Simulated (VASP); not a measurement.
Set up this calculation in VASP 6.6.1, as the native input.

| Quantity | Value |
| --- | --- |
| Task | single point |
| Functional | PBE |
| Potentials or basis | VASP PAW PBE potentials, release 64 (Ti_sv) |
| Cutoff | 520 eV |
| k mesh | 17 × 17 × 9 |
| Occupations | fermi-dirac, width 0.05 eV |
| Spin | no spin polarisation |
| Dipole correction | no |
| Further INCAR settings | ALGO = Normal; EDIFF = 1e-06; NBANDS = 19 |

The structure of Ti lies in POSCAR:

```
Ti
1.0
    2.9399472372      0.0000000000      0.0000000000
   -1.4699736186      2.5460689932      0.0000000000
    0.0000000000      0.0000000000      4.6478695191
Ti
2
Direct
    0.3333333333      0.6666666667      0.2500000000
    0.6666666667      0.3333333333      0.7500000000
```

The input as run:

INCAR

```
PREC = Accurate
ENCUT = 520
EDIFF = 1E-6
ISMEAR = -1
SIGMA = 0.05
LREAL = False
LASPH = True
NELM = 80
ALGO = Normal
ISIF = 2
LWAVE = False
LCHARG = False
GGA = PE
NBANDS = 19
```

KPOINTS

```
Automatic mesh
0
Gamma
  17 17 9
```

Potentials or basis: VASP PAW PBE potentials, release 64 (Ti_sv).

The run is started by

```bash
$ cat potpaw_PBE.64/Ti_sv/POTCAR > POTCAR
$ mpirun -np 1 vasp_std > vasp.out
```

It gave:

* Pressure: -0.2 GPa
* Band gap on the k mesh: zero (band 12 reaches 9.09 eV, above the bottom of band 13 at 8.02 eV)

It took 120 s on 1 thread of Intel Xeon 8259CL, with other jobs on the host, peak memory 0.22 GiB.
